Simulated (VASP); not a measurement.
A run of VASP 6.6.1 is set up as follows.

File INCAR:

```
SYSTEM = Lu3Si
  PREC = Accurate
  ENCUT = 520
  EDIFF = 1E-6
  ISMEAR = -1
  SIGMA = 0.1
  LREAL = .False.
  LASPH = .True.
  NELM = 100
  ALGO = Normal
  ISIF = 2
  LWAVE = .False.
  LCHARG = .False.
  GGA = PS
  NBANDS = 48
```

KPOINTS

```
regular mesh
0
Gamma
  5 5 5
  0 0 0
```

Contents of POSCAR:

```
Lu3Si
1.0
    4.5414190000      0.0000000000      0.0000000000
    0.0000000000      4.5414190000      0.0000000000
    0.0000000000      0.0000000000      4.5414190000
Lu Si
3 1
Direct
    0.0000000000      0.5000000000      0.5000000000
    0.5000000000      0.0000000000      0.5000000000
    0.5000000000      0.5000000000      0.0000000000
    0.0000000000      0.0000000000      0.0440390988
```

Potentials or basis: VASP PAW PBE potentials, release 64 (Lu, Si).

Command:

```sh
$ cat potpaw_PBE.64/Lu/POTCAR potpaw_PBE.64/Si/POTCAR > POTCAR
$ mpirun -np 1 vasp_std > vasp.out
```

Problem. Predict the largest force.

Solution. 0.496 eV/Å.

Problem. Predict the pressure.

Solution. -3.1 GPa.

Stress tensor (GPa, compression positive):
```
-3.22  0.00  0.00
 0.00 -3.22  0.00
 0.00  0.00 -2.89
```

Caveat: the cell stands under tension; the PAW data sets were made with another functional, which shifts forces and pressure a little.
